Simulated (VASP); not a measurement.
Input of a VASP 6.6.1 run:

Contents of INCAR:

```
ALGO = Normal
EDIFF = 1E-6
ENCUT = 520
GGA = PE
ISIF = 2
ISMEAR = -1
LASPH = True
LCHARG = False
LREAL = False
LWAVE = False
NBANDS = 30
NELM = 60
PREC = Accurate
SIGMA = 0.05
```

File KPOINTS:

```
k-points
0
Gamma
  6 6 6
```

Contents of POSCAR:

```
Ga3Se
1.0
    4.3419811414      0.0000000000      0.0000000000
    0.0000000000      4.3419811414      0.0000000000
    0.0000000000      0.0000000000      4.3419811414
Se Ga
1 3
Direct
    0.0000000000      0.0000000000      0.0000000000
    0.5000000000      0.5000000000      0.0000000000
    0.5000000000      0.0000000000      0.5000000000
    0.0000000000      0.5000000000      0.5000000000
```

Potentials or basis: VASP PAW PBE potentials, release 64 (Se, Ga_d).

Run with:

```bash
$ cat potpaw_PBE.64/Se/POTCAR potpaw_PBE.64/Ga_d/POTCAR > POTCAR
$ mpirun -np 1 vasp_std > vasp.out
```

**Question.** Predict the pressure.

**Answer.** 2.4 GPa.
